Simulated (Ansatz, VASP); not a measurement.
**TaN in VASP and in Ansatz**

INCAR

```
PREC = Accurate
ENCUT = 520
EDIFF = 1E-8
ISMEAR = -1
SIGMA = 0.01
LREAL = F
LASPH = T
NELM = 100
ALGO = Normal
ISIF = 2
LWAVE = F
LCHARG = F
GGA = PS
LEFG = T
NBANDS = 24
```

Contents of KPOINTS:

```
Automatic mesh
0
Gamma
  11 11 6
```

The input POSCAR:

```
TaN
1.0
    3.0581283054      0.0000000000      0.0000000000
   -1.5290641527      2.6484168005      0.0000000000
    0.0000000000      0.0000000000      4.9343389905
Ta N
2 2
Direct
    0.0000000000      0.0000000000      0.0000000000
    0.0000000000      0.0000000000      0.5000000000
    0.3333333333      0.6666666667      0.2500000000
    0.6666666667      0.3333333333      0.7500000000
```

Input for Ansatz:

```yaml
crystal:
  lattice:
    - [3.0581283054, 0.0, 0.0]
    - [-1.5290641527, 2.6484168005, 0.0]
    - [0.0, 0.0, 4.9343389905]
  atoms:
    - { symbol: Ta, position: [0.0, 0.0, 0.0] }
    - { symbol: Ta, position: [0.0, 0.0, 0.5] }
    - { symbol: "N", position: [0.3333333333, 0.6666666667, 0.25] }
    - { symbol: "N", position: [0.6666666667, 0.3333333333, 0.75] }
kpoints:
  mp_grid: { grid: [11, 11, 6] }
scf:
  occupations: { method: fermi_dirac, width: 0.01 }
hamiltonian:
  xc: pbesol
  pseudopotentials: { kind: all_electron, datasets: crystal }
output:
  forces: true
  stress: true
  eigenvalues: true
  efg: { contact_densities: true }
```

Change from the starting cell: volume scaled by 1.01, crystal datasets.

Alike in both runs: task electric field gradients; functional PBEsol; k mesh 11 × 11 × 6; occupations fermi-dirac, width 0.01 eV; no spin polarisation.

|  | VASP | Ansatz |
| --- | --- | --- |
| version | VASP 6.6.1 | Ansatz 0.2.0 |
| potentials or method | VASP PAW PBE potentials, release 64 (Ta_pv, N), cutoff 520 eV | all-electron PAW with datasets made for the crystal, scalar-relativistic |

Ansatz gave:

| Property | Result |
| --- | --- |
| pressure (GPa) | 42.8 |
| traceless stress, the component that is largest in VASP (GPa) | 52.09 |
| size of Vzz on the site where it differs most (V/Å²) | 189.5 |

Task: Which values does VASP return?

Result: Pressure (GPa): 44.8; traceless stress, the component that is largest in VASP (GPa): 52.85; size of Vzz on the site where it differs most (V/Å²): 170.5.

VASP's potentials were made for PBE, not for PBEsol. Both programs put the cell under a high pressure, so it lies far from rest at this level. Ansatz ran all-electron here, and VASP with PAW potentials.

Neither program's run includes spin-orbit coupling.
